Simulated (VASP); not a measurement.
# TiAl2 (Cmmm) in VASP: notebook, part 2 of 3

VASP 6.6.1. The steps go on from the part before.

**3. Single point, r2SCAN**

This run uses another cell than the first one, of 15.72 Å³/atom.

POSCAR reads:

```
TiAl2
1.0
    1.9564289800     -6.0385908000      0.0000000000
    1.9564289800      6.0385908000      0.0000000000
    0.0000000000      0.0000000000      3.9918153100
Ti Al
2 4
Direct
    0.6564886600      0.3435113400      0.0000000000
    0.3435113400      0.6564886600      0.0000000000
    0.0000000000      0.0000000000      0.0000000000
    0.8274968700      0.1725031300      0.5000000000
    0.1725031300      0.8274968700      0.5000000000
    0.5000000000      0.5000000000      0.5000000000
```

INCAR.step1 reads:

```
PREC = Accurate
ENCUT = 520
ISMEAR = -1
SIGMA = 0.1
LREAL = False
LASPH = True
NELM = 80
NBANDS = 27
GGA = PE
ALGO = Normal
EDIFF = 1E-4
LWAVE = True
LCHARG = False
```

INCAR.step2 reads:

```
PREC = Accurate
ENCUT = 520
EDIFF = 1E-7
ISMEAR = -1
SIGMA = 0.1
LREAL = False
LASPH = True
NELM = 80
ALGO = Normal
ISIF = 2
LWAVE = False
LCHARG = True
METAGGA = R2SCAN
LMIXTAU = True
LELF = True
LVHAR = True
NBANDS = 27
ISTART = 1
```

KPOINTS reads:

```
Automatic mesh
0
Gamma
  8 8 8
```

Potentials or basis: VASP PAW PBE potentials, release 64 (Ti_sv, Al).

On the command line:

```
$ cat potpaw_PBE.64/Ti_sv/POTCAR potpaw_PBE.64/Al/POTCAR > POTCAR
$ cp INCAR.step1 INCAR
$ mpirun -np 1 vasp_std > vasp.out
$ cp INCAR.step2 INCAR
$ mpirun -np 1 vasp_std > vasp.out
```

OUTCAR:

```text
PREC = Accurate
   ENCUT = 520
   EDIFF = 1E-7
   ISMEAR = -1
   LREAL = False
   LASPH = True
   NELM = 80
   ISIF = 2
   METAGGA = R2SCAN
   ISTART = 1

 ion  position               nearest neighbor table
   1  0.656  0.344  0.000-   3 2.72   3 2.72   6 2.75   6 2.75   5 2.80   5 2.80   5 2.80   5 2.80
                             4 2.87   4 2.87
   2  0.344  0.656  0.000-   3 2.72   3 2.72   6 2.75   6 2.75   4 2.80   4 2.80   4 2.80   4 2.80
                             5 2.87   5 2.87
   3  0.000  0.000  0.000-   1 2.72   2 2.72   1 2.72   2 2.72   6 2.79   6 2.79   6 2.79   6 2.79
                             4 2.89   4 2.89   5 2.89   5 2.89
   4  0.827  0.173  0.500-   5 2.71   5 2.71   2 2.80   2 2.80   2 2.80   2 2.80   6 2.86   6 2.86
                             1 2.87   1 2.87   3 2.89   3 2.89
   5  0.173  0.827  0.500-   4 2.71   4 2.71   1 2.80   1 2.80   1 2.80   1 2.80   6 2.86   6 2.86
                             2 2.87   2 2.87   3 2.89   3 2.89
   6  0.500  0.500  0.500-   1 2.75   2 2.75   1 2.75   2 2.75   3 2.79   3 2.79   3 2.79   3 2.79
                             5 2.86   4 2.86   5 2.86   4 2.86

  LATTYP: Found a base centered orthorhombic cell.
 ALAT       =     3.9128579600
 B/A-ratio  =     3.0865371867
 C/A-ratio  =     1.0201789461

  Lattice vectors:

[... 193 lines left out ...]
  band No.  band energies     occupation
      1     -50.3983      2.00000
      2     -50.3662      2.00000
      3     -25.7268      2.00000
      4     -25.6910      2.00000
      5     -25.6738      2.00000
      6     -25.6486      2.00000
[... 709 lines left out ...]
     26      12.9796      0.00000
     27      13.2896      0.00000

 [... further k-points ...]

------------------------ aborting loop because EDIFF is reached ----------------------------------------

  FORCE on cell =-STRESS in cart. coord.  units (eV):
  Direction    XX          YY          ZZ          XY          YZ          ZX
  --------------------------------------------------------------------------------------
  -------------------------------------------------------------------------------------
  Total        0.0271800     -0.0072891     -0.0706373      0.0000000      0.0000000      0.0000000
  in kB        0.4616993     -0.1238188     -1.1998990      0.0000000      0.0000000      0.0000000
  external PRESSURE =      -0.2873395 kB  Pullay stress =       0.0000000 kB

 VOLUME and BASIS-vectors are now :
 -----------------------------------------------------------------------------
  energy-cutoff  :      520.00
  volume of cell :       94.32
      direct lattice vectors                 reciprocal lattice vectors
     1.956428980 -6.038590800  0.000000000     0.255567672 -0.082800775  0.000000000
     1.956428980  6.038590800  0.000000000     0.255567672  0.082800775  0.000000000
     0.000000000  0.000000000  3.991815310     0.000000000  0.000000000  0.250512592

 POSITION                                       TOTAL-FORCE (eV/Angst)
 -----------------------------------------------------------------------------------
      1.95643     -1.88994      0.00000         0.000000      0.003421     -0.000000
      1.95643      1.88994      0.00000         0.000000     -0.003421      0.000000
      0.00000      0.00000      0.00000         0.000000     -0.000000      0.000000
      1.95643     -3.95524      1.99591         0.000000     -0.009682      0.000000
      1.95643      3.95524      1.99591         0.000000      0.009682      0.000000
      1.95643      0.00000      1.99591        -0.000000     -0.000000      0.000000
 -----------------------------------------------------------------------------------
    total drift:                               -0.000000     -0.000000     -0.000000

  FREE ENERGIE OF THE ION-ELECTRON SYSTEM (eV)
  ---------------------------------------------------
  free  energy   TOTEN  =       -55.7337858514 eV

  energy  without entropy=      -55.6547669049  energy(sigma->0) =      -55.69427638
```

OUTCAR.step1:

```text
PREC = Accurate
   ENCUT = 520
   ISMEAR = -1
   LREAL = False
   LASPH = True
   NELM = 80
[... 962 lines left out ...]
      1.95643     -3.95524      1.99591        -0.000000      0.005594     -0.000000
      1.95643      3.95524      1.99591        -0.000000     -0.005594      0.000000
      1.95643      0.00000      1.99591         0.000000     -0.000000     -0.000000
 -----------------------------------------------------------------------------------
    total drift:                                0.000000     -0.000000     -0.000000

  FREE ENERGIE OF THE ION-ELECTRON SYSTEM (eV)
  ---------------------------------------------------
  free  energy   TOTEN  =       -33.2578082200 eV

  energy  without entropy=      -33.1696644463  energy(sigma->0) =      -33.21373633
```

OSZICAR.step1:

```text
N       E                     dE             d eps       ncg     rms          rms(c)
DAV:   1     0.332968543795E+03    0.33297E+03   -0.16473E+04  5686   0.134E+03
DAV:   2     0.158403895964E+01   -0.33138E+03   -0.32276E+03  5697   0.400E+02
DAV:   3    -0.334408559720E+02   -0.35025E+02   -0.34319E+02  9794   0.109E+02
DAV:   4    -0.368419980782E+02   -0.34011E+01   -0.33679E+01  7985   0.302E+01
DAV:   5    -0.370394107511E+02   -0.19741E+00   -0.19737E+00  8533   0.609E+00    0.151E+01
DAV:   6    -0.342313312137E+02    0.28081E+01   -0.36749E+01  7533   0.405E+01    0.719E+00
DAV:   7    -0.333388733061E+02    0.89246E+00   -0.88336E+00  7188   0.208E+01    0.367E+00
DAV:   8    -0.332665864719E+02    0.72287E-01   -0.75914E-01  7242   0.669E+00    0.102E+00
DAV:   9    -0.332568619840E+02    0.97245E-02   -0.10406E-01  7942   0.255E+00    0.391E-01
DAV:  10    -0.332578606749E+02   -0.99869E-03   -0.56018E-03  7560   0.513E-01    0.187E-01
DAV:  11    -0.332579896863E+02   -0.12901E-03   -0.43131E-03  7446   0.461E-01    0.126E-01
DAV:  12    -0.332578180588E+02    0.17163E-03   -0.14941E-03  7371   0.297E-01    0.255E-02
DAV:  13    -0.332578082200E+02    0.98388E-05   -0.76159E-05  3572   0.850E-02
   1 F= -.33257808E+02 E0= -.33213736E+02  d E =-.881438E-01
```

Wall time 13 min (1 thread of Intel Xeon Platinum 8488C (Sapphire Rapids), shared host); peak memory 0.42 GiB.

Results:

```
Free energy            : -55.7338 eV
Pressure               : 0.0 GPa
Largest force          : 0.010 eV/Å
Band gap on the k mesh : zero (bands 18 and 19 overlap by 1.81 eV)
```

Forces on the atoms (eV/Å):
```
Ti   0.000  0.003  0.000
Ti   0.000 -0.003  0.000
Al   0.000  0.000  0.000
Al   0.000 -0.010  0.000
Al   0.000  0.010  0.000
Al   0.000  0.000  0.000
```

Caveat: the PAW data sets were made with another functional, which shifts forces and pressure a little.

**4. Single point, r2SCAN**

This run uses another cell than the first one, of 16.03 Å³/atom.

POSCAR reads:

```
TiAl2
1.0
    1.9693858400     -6.0785826400      0.0000000000
    1.9693858400      6.0785826400      0.0000000000
    0.0000000000      0.0000000000      4.0182519400
Ti Al
2 4
Direct
    0.6563295800      0.3436704200      0.0000000000
    0.3436704200      0.6563295800      0.0000000000
    0.0000000000      0.0000000000      0.0000000000
    0.8272774430      0.1727225570      0.5000000000
    0.1727225570      0.8272774430      0.5000000000
    0.5000000000      0.5000000000      0.5000000000
```

INCAR.step1 reads:

```
SYSTEM = TiAl2
PREC = Accurate
ENCUT = 520
ISMEAR = -1
SIGMA = 0.1
LREAL = .False.
LASPH = .True.
NELM = 100
NBANDS = 27
GGA = PE
ALGO = Normal
EDIFF = 1E-4
LWAVE = .True.
LCHARG = .False.
```

INCAR.step2 reads:

```
SYSTEM = TiAl2
PREC = Accurate
ENCUT = 520
EDIFF = 1E-7
ISMEAR = -1
SIGMA = 0.1
LREAL = .False.
LASPH = .True.
NELM = 100
ALGO = Normal
ISIF = 2
LWAVE = .False.
LCHARG = .True.
METAGGA = R2SCAN
LMIXTAU = .True.
LELF = .True.
LVHAR = .True.
NBANDS = 27
ISTART = 1
```

KPOINTS reads:

```
Automatic mesh
0
Gamma
  8 8 8
  0 0 0
```

On the command line:

```
$ cat potpaw_PBE.64/Ti_sv/POTCAR potpaw_PBE.64/Al/POTCAR > POTCAR
$ cp INCAR.step1 INCAR
$ mpirun -np 1 vasp_std > vasp.out
$ cp INCAR.step2 INCAR
$ mpirun -np 1 vasp_std > vasp.out
```

It took 15 min on 1 thread of AMD EPYC 9R45 (Zen 5), shared host; peak memory 0.4 GiB.

The run converged. Its results:

```yaml
Free_energy: -55.7204 eV
Pressure: -2.3 GPa
Largest_force: 0.005 eV/Å
Band_gap_on_the_k_mesh: zero (bands 18 and 19 overlap by 1.76 eV)
```

Forces in eV/Å, atoms in the order of the input:
```
Ti   0.000  0.001  0.000
Ti   0.000 -0.001  0.000
Al   0.000  0.000  0.000
Al   0.000 -0.005  0.000
Al   0.000  0.005  0.000
Al   0.000  0.000  0.000
```

Stress tensor (GPa, compression positive):
```
-2.20  0.00  0.00
 0.00 -2.26  0.00
 0.00  0.00 -2.32
```

Levels at points of the mesh, in eV from the Fermi level:
```
           k point  band 14  band 15  band 16  band 17  band 18  band 19  band 20  band 21  band 22  band 23
(0.00, 0.00, 0.00)    -1.79    -1.75    -0.84    -0.66    -0.47     0.39     0.55     0.78     1.04     1.16
(0.50, 0.00, 0.00)    -2.09    -1.78    -1.35    -1.03    -0.35     0.86     1.20     1.37     1.67     1.94
(0.50, 0.50, 0.00)    -2.15    -1.93    -1.39    -0.80    -0.68     0.24     1.17     1.19     1.23     1.60
(0.00, 0.00, 0.50)    -2.81    -1.64    -0.90    -0.31     0.00     0.68     1.15     1.23     1.39     1.41
(0.50, 0.00, 0.50)    -3.91    -2.75    -1.94    -1.62    -1.23    -0.68     1.39     1.40     1.42     1.79
(0.50, 0.50, 0.50)    -2.11    -2.10    -0.95     0.08     0.88     1.04     1.42     1.61     1.71     1.77
```

Caveat: the PAW data sets were made with another functional, which shifts forces and pressure a little.

[end of part 2 of 3]
